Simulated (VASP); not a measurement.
Wanted: the native input for a VASP 6.6.1 run.

- Task: single point
- Functional: PBE
- Potentials or basis: VASP PAW PBE potentials, release 64 (Ti_sv, O)
- Cutoff: 520 eV
- k mesh: 1 × 1 × 1
- Occupations: fermi-dirac, width 0.01 eV
- Spin: no spin polarisation
- Dipole correction: no
- Further INCAR settings: LREAL = Auto; ALGO = Normal; EDIFF = 1e-06; NBANDS = 495

The structure of Ti36O73 (a cell with a defect) lies in POSCAR:

```
Ti36O73
1.0
    0.0000000000    -11.3955101200      0.0000000000
   11.3955101200      0.0000000000      0.0000000000
   -3.7985033700      3.7985033700      9.7031425200
Ti O
36 73
Direct
    0.0014606475      0.0005502012      0.0024648716
    0.2504492066      0.0831899107      0.2510745354
   -0.0007869945     -0.0001352465      0.4997025438
    0.2490401222      0.0833066904      0.7491751239
    0.0013788925      0.3326827973      0.0021511588
    0.2509849624      0.4187176027      0.2509898206
   -0.0058320830      0.3329551200      0.4997237740
    0.2503582715      0.4180352759      0.7531872262
    0.0009245975      0.6674624637      0.0005623951
    0.2494594308      0.7504062019      0.2500014810
   -0.0008114763      0.6660294040      0.4999005209
    0.2491527974      0.7503556343      0.7495450041
    0.3343018301     -0.0000263360      0.0008424075
    0.5832318748      0.0840270177      0.2508876887
    0.3347631313     -0.0000894519      0.4996390592
    0.5827853874      0.0834714523      0.7497533902
    0.3338821786      0.3308441400     -0.0001032655
    0.5830105808      0.4179175766      0.2507421688
    0.3395589206      0.3330845286      0.4998461055
    0.5836607397      0.4184089887      0.7531044695
    0.3338961852      0.6680620066     -0.0000478196
    0.5826316286      0.7506508730      0.2504975058
    0.3348404325      0.6661970773      0.4999981181
    0.5829138902      0.7511402337      0.7501333702
    0.6674664536     -0.0000518865      0.0006896735
    0.9159250564      0.0831980526      0.2512076881
    0.6676302497     -0.0008170528      0.5007699299
    0.9161104098      0.0839044884      0.7508618971
    0.6671841332      0.3319188437      0.0003076323
    0.9159093960      0.4186940945      0.2507105296
    0.6672671814      0.3330289630      0.5001796057
    0.9175491680      0.4183630026      0.7537260207
    0.6674275916      0.6674200448      0.0006468008
    0.9164634751      0.7503820991      0.2497533139
    0.6676763514      0.6671728197      0.5010677716
    0.9161462376      0.7516945386      0.7508174785
    0.3352490709      0.1487555328      0.4543561007
    0.0694777366      0.0682010935      0.2085751081
    0.1813206294      0.0153538600      0.0438546583
    0.2576149510      0.2659000561      0.2974663099
    0.3193583367      0.1518992252      0.9580852781
    0.0691744340      0.0685329532      0.7062944799
    0.1802536679      0.0200877797      0.5411859085
    0.2663828128      0.2633883878      0.7971584447
    0.3350816523      0.4878126824      0.4545472759
    0.0691093627      0.4029518112      0.2076205720
    0.1816218217      0.3487389564      0.0436270001
    0.2603283690      0.5977706563      0.2920770250
    0.3175710930      0.4847995874      0.9540703933
    0.0691222873      0.4023171122      0.7067106338
    0.1815270930      0.4121338822      0.5452228481
    0.2664270355      0.6017037330      0.7975506888
    0.3189409345      0.8190608010      0.4567358452
    0.0684584470      0.7353122272      0.2056933613
    0.1813177247      0.6809344106      0.0430148273
    0.2607469069      0.9301650303      0.2918733796
    0.3189573986      0.8207592434      0.9585528586
    0.0691300328      0.7354026192      0.7063376618
    0.1804024209      0.6746896393      0.5415252831
    0.2648941586      0.9309354258      0.7926435157
    0.6526204088      0.1525499477      0.4584514750
    0.4026210033      0.0707903121      0.2073344791
    0.5147548268      0.0146274135      0.0441957849
    0.5986413637      0.2650259344      0.2949608330
    0.6513053839      0.1528036985      0.9577235397
    0.4018419668      0.0685938753      0.7059315048
    0.5162137435      0.0103890863      0.5447018828
    0.5975068473      0.2640417404      0.7929376472
    0.6528516030      0.4868169121      0.4585653556
    0.4028757097      0.4005174125      0.2083458009
    0.5143827522      0.3496913974      0.0441544581
    0.5984486634      0.5972387132      0.2932149037
    0.6512593620      0.4857057378      0.9566195674
    0.4021045725      0.4024280332      0.7063626022
    0.5145208582      0.3478208176      0.5427526174
    0.5977671888      0.5982039398      0.7932237401
    0.6518391684      0.8187080475      0.4559166261
    0.4028592262      0.7359447099      0.2089818835
    0.5142191260      0.6813319608      0.0437823106
    0.5982067029      0.9314863859      0.2931866655
    0.6519206906      0.8196592104      0.9581496903
    0.4019963615      0.7352280431      0.7062891209
    0.5162061236      0.6867369712      0.5448859469
    0.5983516338      0.9315234673      0.7942188816
    0.9675019607      0.1487698546      0.4544551408
    0.7357742923      0.0710344149      0.2074833999
    0.8473744888      0.0152086709      0.0436239084
    0.9409004977      0.2659245713      0.2975827670
    0.9859600643      0.1532468377      0.9589392283
    0.7365145505      0.0705882409      0.7090345201
    0.8471332117      0.0105964617      0.5451157694
    0.9324061699      0.2642101067      0.7938026247
    0.9673815061      0.4878625603      0.4542743746
    0.7356022626      0.3995461352      0.2067748666
    0.8470706249      0.3486354570      0.0429071303
    0.9340672273      0.5976403399      0.2917413605
    0.9852868879      0.4857457581      0.9568388778
    0.7359296430      0.4023673926      0.7072016087
    0.8474306453      0.3477068997      0.5427931198
    0.9320742114      0.5981870962      0.7931795276
    0.9850052321      0.8188580408      0.4563123741
    0.7360434534      0.7356609343      0.2072486306
    0.8469801326      0.6806826189      0.0421628353
    0.9338230340      0.9302127524      0.2918417404
    0.9858681775      0.8197672325      0.9583434419
    0.7365140658      0.7352943749      0.7090335926
    0.8471076989      0.6870234218      0.5450400207
    0.9323803795      0.9319660058      0.7951547639
    0.1818414342      0.2848364724      0.5457801933
```

The input as run:

INCAR

```
PREC     = Accurate       # precision mode
ENCUT    = 520            # plane-wave cutoff, eV
EDIFF    = 1E-6           # SCF threshold, eV
ISMEAR   = -1             # smearing method
SIGMA    = 0.01           # smearing width, eV
LREAL    = Auto         
LASPH    = T              # aspherical terms in the spheres
NELM     = 120            # most SCF steps
ALGO     = Normal         # electronic algorithm
ISIF     = 2              # what is computed and relaxed
LWAVE    = F              # write WAVECAR
LCHARG   = F              # write CHGCAR
GGA      = PE             # functional
NBANDS   = 495            # bands
GGA_COMPAT= F
```

KPOINTS

```
Automatic mesh
0
Gamma
  1 1 1
```

Potentials or basis: VASP PAW PBE potentials, release 64 (Ti_sv, O).

Command:

```sh
$ cat potpaw_PBE.64/Ti_sv/POTCAR potpaw_PBE.64/O/POTCAR > POTCAR
$ mpirun -np 1 vasp_gam > vasp.out
```

Results of the run:

The pressure is 0.8 GPa. The largest force is 0.330 eV/Å and the band gap on the k mesh is 2.25 eV.

Caveat: the k points lie up to 0.65 Å⁻¹ apart.

Wall time 52 min on 1 thread of AMD EPYC 7R13 (shared host), peak memory 1.3 GiB.
